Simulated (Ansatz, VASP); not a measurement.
## SiC: VASP beside Ansatz

```xyz
2
Lattice="0.0000 1.8686 1.8686 1.8686 0.0000 1.8686 1.8686 1.8686 0.0000" Properties=species:S:1:pos:R:3 pbc="T T T"
C     0.0000    0.0000    0.0000
Si    1.8686    1.8686    1.8686
```

Alike in both runs: task single point; functional r2SCAN; k mesh 20 × 20 × 20; occupations gaussian, width 0.05 eV; no spin polarisation.

|  | VASP | Ansatz |
| --- | --- | --- |
| version | VASP 6.6.1 | Ansatz 0.2.0 |
| potentials or method | VASP PAW PBE potentials, release 64 (C, Si), cutoff 520 eV | scalar-relativistic, plane waves, PAW |
| valence electrons in the cell | 8 | 8 |

|  | VASP | Ansatz | Ansatz less VASP |
| --- | --- | --- | --- |
| gap on the k mesh at the Fermi level (eV) | 1.23 | 1.23 | -0.001 |
| least direct gap on the mesh (eV) | 6.85 | 6.84 | -0.008 |

VASP's potentials were made for PBE, not for r2SCAN.
